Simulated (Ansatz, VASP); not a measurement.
# Two plane-wave programs on Cr3N

```
Cr N
1.0
     3.43052    0.00000    0.00000
     0.00000    3.43052    0.00000
     0.00000    0.00000    3.43052
Cr N
3 1
Direct
  0.00000 0.50000 0.50000
  0.50000 0.00000 0.50000
  0.50000 0.50000 0.00000
  0.00000 0.00000 0.00000
```

Change from the starting cell: species swapped into the DyPb3 type (Pm-3m, No. 221).

Alike in both runs: functional PBE; k mesh 14 × 14 × 14; occupations gaussian, width 0.1 eV; no spin polarisation.

Ansatz relaxed the structure, and its values are those at the end. VASP's run is a single point on that final structure, the one shown.

|  | VASP | Ansatz |
| --- | --- | --- |
| version | VASP 6.6.1 | Ansatz 0.2.0 |
| potentials or method | VASP PAW PBE potentials, release 64 (Cr_pv, N), cutoff 520 eV | scalar-relativistic, plane waves, PAW |
| valence electrons in the cell | 41 | 47 |

```tsv
	VASP	Ansatz	Ansatz less VASP
gap on the k mesh at the Fermi level (eV)	none	none	-
pressure (GPa)	-0.3	0.0	+0.23
```

A gap of «none» marks a metal or a gap that the smearing closes. VASP's potentials hold 41 valence electrons a cell and Ansatz's 47, so a difference there can come from the potentials and not from the codes.
